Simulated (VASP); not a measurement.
Set up this calculation in VASP 6.6.1, as the native input.

```
Task                   : electric field gradients
Functional             : r2SCAN
Potentials or basis    : VASP PAW PBE potentials, release 64 (C, O)
Cutoff                 : 520 eV
k mesh                 : 2 × 6 × 4
Occupations            : fermi-dirac, width 0.02 eV
Spin                   : no spin polarisation
Dipole correction      : no
Further INCAR settings : ALGO = Normal; EDIFF = 1e-08; NBANDS = 44
```

CO2:

```
C O
1.0
    10.99467    0.00000    0.00000
     0.00000    3.76682    0.00000
     0.00000    0.00000    5.58326
C O
4 8
Direct
  0.66376 0.23728 0.10228
  0.33624 0.76272 0.60228
  0.83624 0.73728 0.60228
  0.16376 0.26272 0.10228
  0.56542 0.32771 0.04862
  0.43458 0.67229 0.54862
  0.93458 0.82771 0.54862
  0.06542 0.17229 0.04862
  0.76255 0.14674 0.15710
  0.23745 0.85326 0.65710
  0.73745 0.64674 0.65710
  0.26255 0.35326 0.15710
```

The input as run:

POSCAR

```
CO2
1.0
   10.9946670000      0.0000000000      0.0000000000
    0.0000000000      3.7668170000      0.0000000000
    0.0000000000      0.0000000000      5.5832640000
C O
4 8
Direct
    0.6637600000      0.2372820000      0.1022770000
    0.3362400000      0.7627180000      0.6022770000
    0.8362400000      0.7372820000      0.6022770000
    0.1637600000      0.2627180000      0.1022770000
    0.5654210000      0.3277110000      0.0486220000
    0.4345790000      0.6722890000      0.5486220000
    0.9345790000      0.8277110000      0.5486220000
    0.0654210000      0.1722890000      0.0486220000
    0.7625500000      0.1467420000      0.1571000000
    0.2374500000      0.8532580000      0.6571000000
    0.7374500000      0.6467420000      0.6571000000
    0.2625500000      0.3532580000      0.1571000000
```

INCAR.step1

```
SYSTEM = CO2
ALGO     = Normal         ! electronic algorithm
EDIFF    = 1E-4           ! SCF threshold, eV
ENCUT    = 520            ! plane-wave cutoff, eV
GGA      = PE             ! functional
ISMEAR   = -1             ! smearing method
LASPH    = .True.         ! aspherical terms in the spheres
LCHARG   = .False.        ! write CHGCAR
LREAL    = .False.        ! projectors in reciprocal space
LWAVE    = .True.         ! write WAVECAR
NBANDS   = 44             ! bands
NELM     = 100            ! most SCF steps
PREC     = Accurate       ! precision mode
SIGMA    = 0.02           ! smearing width, eV
```

INCAR.step2

```
SYSTEM = CO2
ALGO     = Normal         ! electronic algorithm
EDIFF    = 1E-8           ! SCF threshold, eV
ENCUT    = 520            ! plane-wave cutoff, eV
ISIF     = 2              ! what is computed and relaxed
ISMEAR   = -1             ! smearing method
ISTART   = 1            
LASPH    = .True.         ! aspherical terms in the spheres
LCHARG   = .False.        ! write CHGCAR
LEFG     = .True.       
LMIXTAU  = .True.       
LREAL    = .False.        ! projectors in reciprocal space
LWAVE    = .False.        ! write WAVECAR
METAGGA  = R2SCAN         ! meta-GGA
NBANDS   = 44             ! bands
NELM     = 100            ! most SCF steps
PREC     = Accurate       ! precision mode
SIGMA    = 0.02           ! smearing width, eV
```

KPOINTS

```
k-points
0
Gamma
  2 6 4
  0 0 0
```

Potentials or basis: VASP PAW PBE potentials, release 64 (C, O).

Run with:

```console
$ cat potpaw_PBE.64/C/POTCAR potpaw_PBE.64/O/POTCAR > POTCAR
$ cp INCAR.step1 INCAR
$ mpirun -np 1 vasp_std > vasp.out
$ cp INCAR.step2 INCAR
$ mpirun -np 1 vasp_std > vasp.out
```

Results of the run:

```
Pressure               : -2.1 GPa
Largest force          : 0.766 eV/Å
Band gap on the k mesh : 7.15 eV, direct
```

Caveat: without QUAD_EFG the Cq values of the log hold for a quadrupole moment of 1 mb, not for the nuclei; the PAW data sets were made with another functional, which shifts forces and pressure a little.

It took 13 min on 1 thread of Intel(R) Xeon(R) Platinum 8259CL CPU @ 2.50GHz (Skylake/Cascade Lake) (shared host), peak memory 0.44 GiB.
